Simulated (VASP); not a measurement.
Runs of VASP 6.6.1 on Mg2BeSeO2. The structure is that of space group P-4m2 (No. 115), or close to it. The cells are those of the table. 

```csv
task,spin,cell,k mesh,cutoff (eV),gap on the mesh (eV),pressure (GPa),moment (μB),relaxed volume (Å³/atom),largest force (eV/Å)
single point,"collinear, ferromagnetic start","a = 3.839, b = 3.839, c = 6.407 Å, 6 atoms",4 × 4 × 4,520,none,(b),1.44,-,7.67
single point,"collinear, ferromagnetic start","a = 3.067, b = 3.067, c = 9.740 Å, 6 atoms",6 × 6 × 2,520,none,-0.2,0.03,-,0.01
relaxation of cell and atoms,"collinear, ferromagnetic start","relaxed from a = 3.070, b = 3.070, c = 9.683 Å, 6 atoms",6 × 6 × 2,600,none,0.2,0.03,(a),0.02
single point,off,"a = 3.066, b = 3.066, c = 10.033 Å, 6 atoms",12 × 12 × 4,520,none,-0.2,-,-,0.02
relaxation of cell and atoms,"collinear, ferromagnetic start","relaxed from a = 3.839, b = 3.839, c = 6.407 Å, 6 atoms",4 × 4 × 4,600,none,-0.2,0.00,13.45,0.04
```

Alike in all rows: level PBE; potentials or basis VASP PAW PBE potentials, release 64 (Mg, Be, Se, O); smearing gaussian 0.1 eV.

Estimate the missing entries.

(a) 15.11; (b) 18.1.

Caveats: some runs use coarse meshes; forces of over 1 eV/Å act on the atoms, so gaps and moduli don't describe the material at rest (some runs).

A k mesh can miss the band edges, and the runs leave out spin-orbit coupling on Se.

A gap of «none» marks levels without a gap at the run's occupations.
